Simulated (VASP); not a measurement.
Input of a VASP 6.6.1 run:

The input INCAR:

```
ALGO = Normal ; EDIFF = 1E-6
ENCUT = 520 ; GGA = CA
ISIF = 2 ; ISMEAR = 0
LASPH = True ; LCHARG = True
LELF = True ; LREAL = False
LVHAR = True ; LWAVE = False
NBANDS = 18 ; NELM = 80
PREC = Accurate ; SIGMA = 0.02
```

File KPOINTS:

```
k-points
0
Gamma
  6 6 6
```

POSCAR

```
CsH
1.0
    3.2341853133      3.2341853133      0.0000000000
   -3.2341853133      3.2341853133      0.0000000000
    0.0000000000      0.0000000000      6.0580408365
Cs H
2 2
Direct
    0.0000000000      0.0000000000      0.0000000000
    0.5000000000      0.5000000000      0.5000000000
    0.5000000000      0.5000000000      0.0000000000
    0.0000000000      0.0000000000      0.5000000000
```

Potentials or basis: VASP PAW LDA potentials, release 64 (Cs_sv, H).

Command:

```console
$ cat potpaw_LDA.64/Cs_sv/POTCAR potpaw_LDA.64/H/POTCAR > POTCAR
$ mpirun -np 1 vasp_std > vasp.out
```

Task: What does it give for the pressure?

Result: -1.0 GPa.

Task: Predict the band gap on the k mesh.

Result: 1.88 eV.

Stress tensor (GPa, compression positive):
```
-1.46  0.00  0.00
 0.00 -1.46  0.00
 0.00  0.00  0.06
```

Caveat: the cell differs from its parent crystal (biaxial strain in the a-b plane: +6.0 %, then relaxed in part); spin-orbit coupling is left out, which moves the levels of the heavy elements. A k mesh can miss the band edges.
